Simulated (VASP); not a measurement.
A run of VASP 6.6.1 is set up as follows.

The input INCAR:

```
SYSTEM = BaTiO3
PREC = Accurate
ENCUT = 520
EDIFF = 1E-8
ISMEAR = -1
SIGMA = 0.05
LREAL = .FALSE.
LASPH = .TRUE.
NELM = 100
ALGO = Normal
ISIF = 2
LWAVE = .FALSE.
LCHARG = .FALSE.
GGA = PS
LEFG = .TRUE.
NBANDS = 28
```

Contents of KPOINTS:

```
Automatic mesh
0
G
  8 8 8
  0 0 0
```

The input POSCAR:

```
BaTiO3
1.0
    3.9044180000      0.0000000000      0.0000000000
    0.0000000000      2.7803090000      2.8458000000
    0.0000000000     -2.7803090000      2.8458000000
Ba Ti O
1 1 3
Direct
    0.0000000000      0.0000000000      0.0000000000
    0.5000000000      0.5079000000      0.5079000000
    0.0000000000      0.4921000000      0.4921000000
    0.5000000000      0.5025100000      0.9937100000
    0.5000000000      0.9937100000      0.5025100000
```

Potentials or basis: VASP PAW PBE potentials, release 64 (Ba_sv, Ti_sv, O).

Run with:

```sh
$ cat potpaw_PBE.64/Ba_sv/POTCAR potpaw_PBE.64/Ti_sv/POTCAR potpaw_PBE.64/O/POTCAR > POTCAR
$ mpirun -np 1 vasp_std > vasp.out
```

Estimate the band gap on the k mesh.

1.76 eV, indirect (least direct gap 1.87 eV).

Estimate the pressure.

4.9 GPa.

What does it give for the largest force?

0.156 eV/Å.

Electric field gradients, principal values (V/Å²):
| atom | least | middle | greatest (by size) |
| --- | --- | --- | --- |
| 1 Ba | 0.692 | 13.695 | -14.387 |
| 2 Ti | 3.906 | 11.949 | -15.855 |
| 3 O | -7.062 | -8.479 | 15.541 |
| 4 O | -8.532 | -12.676 | 21.209 |
| 5 O | -8.532 | -12.676 | 21.209 |

Caveat: the cell differs from its parent crystal (equal xx and yy strain of -2 %); without QUAD_EFG the Cq values of the log hold for a quadrupole moment of 1 mb, not for the nuclei; the PAW data sets were made with another functional, which shifts forces and pressure a little; spin-orbit coupling is left out, which moves the levels of the heavy elements. A k mesh can miss the band edges.
